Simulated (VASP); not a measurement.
**O: single point with HSE06**

The system is O.

```
CELL_PARAMETERS angstrom
2.45819 0.00000 0.00000
-1.22910 2.12886 0.00000
0.00000 0.00000 7.80733
ATOMIC_POSITIONS crystal
O 0.33333 0.66667 0.17190
O 0.66667 0.33333 0.82810
O 0.66667 0.33333 0.67190
O 0.33333 0.66667 0.32810
```

```yaml
Program: VASP 6.6.1
Task: single point
Functional: HSE06
Potentials_or_basis: VASP PAW PBE potentials, release 64 (O)
Cutoff: 520 eV
k_mesh: 6 × 6 × 2
Occupations: gaussian, width 0.1 eV
Spin: no spin polarisation
```

```yaml
Pressure: -3.1 GPa
Largest_force: 1.148 eV/Å
Band_gap_on_the_k_mesh: zero (band 12 reaches 2.92 eV, above the bottom of band 13 at -0.60 eV)
```

Forces on the atoms (eV/Å):
```
O    0.000  0.000  1.148
O    0.000  0.000 -1.148
O    0.000  0.000  1.148
O    0.000  0.000 -1.148
```

Stress tensor (GPa, compression positive):
```
 0.31  0.00  0.00
 0.00  0.31  0.00
 0.00  0.00 -9.78
```

Levels at points of the mesh, in eV from the Fermi level:
| k point | band 9 | band 10 | band 11 | band 12 | band 13 | band 14 | band 15 | band 16 |
| --- | --- | --- | --- | --- | --- | --- | --- | --- |
| (0.00, 0.00, 0.00) | -6.16 | -6.16 | 1.76 | 1.76 | 1.81 | 1.81 | 6.98 | 11.49 |
| (0.50, 0.00, 0.00) | -7.23 | -7.16 | -3.30 | -3.00 | 0.70 | 0.94 | 10.75 | 11.67 |
| (0.00, 0.00, 0.50) | -6.17 | -6.17 | 1.78 | 1.78 | 1.78 | 1.78 | 8.52 | 8.52 |
| (0.50, 0.00, 0.50) | -7.20 | -7.20 | -3.13 | -3.13 | 0.82 | 0.82 | 11.01 | 11.01 |

Run time: 5.4 min on 1 thread of Intel(R) Xeon(R) 6975P-C (Granite Rapids), on a shared host, peak memory 0.24 GiB.

Caveat: the k points lie up to 0.49 Å⁻¹ apart; the standard files for N, O and F lose accuracy on very short bonds; spin is off for a triplet molecule; the PAW data sets were made with another functional, which shifts forces and pressure a little.
